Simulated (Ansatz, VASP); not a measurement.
**Al2Cu: VASP beside Ansatz**

File INCAR:

```
SYSTEM = Al2Cu
PREC = Accurate ; ENCUT = 520
EDIFF = 1E-6 ; ISMEAR = -1
SIGMA = 0.05 ; LREAL = .False.
LASPH = .True. ; NELM = 80
ALGO = Normal ; ISIF = 2
LWAVE = .False. ; LCHARG = .False.
GGA = PS ; NBANDS = 16
```

The input KPOINTS:

```
Automatic mesh
0
Gamma
  6 6 8
  0 0 0
```

File POSCAR:

```
Al2Cu
1.0
    4.1051820000      0.0000000000      0.0000000000
    0.0000000000      4.1051820000      0.0000000000
    0.0000000000      0.0000000000      2.8913130000
Cu Al
1 2
Direct
    0.0000000000      0.0000000000      0.0000000000
    0.0000000000      0.5000000000      0.5000000000
    0.5000000000      0.0000000000      0.5000000000
```

input.yaml

```yaml
crystal:
  lattice:
    - [4.105182, 0.0, 0.0]
    - [0.0, 4.105182, 0.0]
    - [0.0, 0.0, 2.891313]
  atoms:
    - { symbol: Cu, position: [0.0, 0.0, 0.0] }
    - { symbol: Al, position: [0.0, 0.5, 0.5] }
    - { symbol: Al, position: [0.5, 0.0, 0.5] }
hamiltonian:
  xc: pbesol
  pseudopotentials: { kind: paw }
kpoints:
  mp_grid: { grid: [6, 6, 8] }
scf:
  occupations: { method: fermi_dirac, width: 0.05 }
output:
  forces: true
  stress: true
  eigenvalues: true
```

Alike in both runs: task single point; functional PBEsol; k mesh 6 × 6 × 8; occupations fermi-dirac, width 0.05 eV; no spin polarisation.

```csv
,VASP,Ansatz
version,VASP 6.6.1,Ansatz 0.2.0
potentials or method,"VASP PAW PBE potentials, release 64 (Cu, Al)",Ansatz PAW
plane-wave cutoff (eV),520,420
valence electrons in the cell,17,25
```

VASP gave:

| Quantity | Value |
| --- | --- |
| gap on the k mesh at the Fermi level (eV) | none |
| pressure (GPa) | -2.0 |
| traceless stress, the component that is largest in VASP (GPa) | -1.56 |

Problem. Estimate Ansatz's values.

Solution. gap on the k mesh at the Fermi level (eV): none; pressure (GPa): -2.2; traceless stress, the component that is largest in VASP (GPa): -1.49.

VASP's potentials were made for PBE, not for PBEsol. A gap of «none» marks a metal or a gap that the smearing closes. With one functional, cell and mesh, what is left measures potentials, basis and numerics. VASP's potentials hold 17 valence electrons a cell and Ansatz's 25, so a difference there can come from the potentials and not from the codes.
